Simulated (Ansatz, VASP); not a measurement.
## Ni: VASP beside Ansatz

```
CELL_PARAMETERS angstrom
0.00000 1.73196 1.73196
1.73196 0.00000 1.73196
1.73196 1.73196 0.00000
ATOMIC_POSITIONS crystal
Ni 0.00000 0.00000 0.00000
```

Alike in both runs: functional PBEsol; k mesh 15 × 15 × 15; occupations fermi-dirac, width 0.05 eV; collinear spin.

Ansatz relaxed the structure, and its values are those at the end. VASP's run is a single point on that final structure, the one shown.

```csv
,VASP,Ansatz
version,VASP 6.6.1,Ansatz 0.2.0
potentials or method,"VASP PAW PBE potentials, release 64 (Ni), cutoff 520 eV","plane waves, PAW"
valence electrons in the cell,10,18
```

VASP gave:

* pressure (GPa): 0.0
* net moment per atom (μB): 0.64
* size of the moment on the site where the two differ most (μB): 0.64

Problem. Estimate Ansatz's values.

Solution. Pressure (GPa): 0.0; net moment per atom (μB): 0.65; size of the moment on the site where the two differ most (μB): 0.68.

VASP's potentials were made for PBE, not for PBEsol. Site moments also hang on the region over which each program counts them. VASP's potentials hold 10 valence electrons a cell and Ansatz's 18, so a difference there can come from the potentials and not from the codes.
